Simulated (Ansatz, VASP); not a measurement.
Ir4Rh: VASP beside Ansatz

```
Ir Rh
1.0
    -3.03076    3.03076    1.91682
     3.03076   -3.03076    1.91682
     3.03076    3.03076   -1.91682
Ir Rh
4 1
Direct
  0.60000 0.80000 0.40000
  0.40000 0.20000 0.60000
  0.80000 0.40000 0.20000
  0.20000 0.60000 0.80000
  0.00000 0.00000 0.00000
```

Alike in both runs: task relaxation of cell and atoms; functional PBE; k mesh 6 × 6 × 6; occupations gaussian, width 0.1 eV; no spin polarisation.

```csv
,VASP,Ansatz
version,VASP 6.6.1,Ansatz 0.2.0
potentials or method,"VASP PAW PBE potentials, release 64 (Ir, Rh_pv), cutoff 600 eV","scalar-relativistic, plane waves, PAW"
valence electrons in the cell,51,85
```

Ansatz gave:

| Quantity | Value |
| --- | --- |
| gap on the k mesh at the Fermi level, each at its own relaxed structure (eV) | none |
| relaxed volume (Å³/atom) | 14.39 |
| relaxed cell length with the largest relative difference (Å) | 4.729 |

**Question.** Which values does VASP return?

**Answer.** gap on the k mesh at the Fermi level, each at its own relaxed structure (eV): none; relaxed volume (Å³/atom): 14.40; relaxed cell length with the largest relative difference (Å): 4.730.

A gap of «none» marks a metal or a gap that the smearing closes. VASP's potentials hold 51 valence electrons a cell and Ansatz's 85, so a difference there can come from the potentials and not from the codes.

Neither program's run includes spin-orbit coupling.
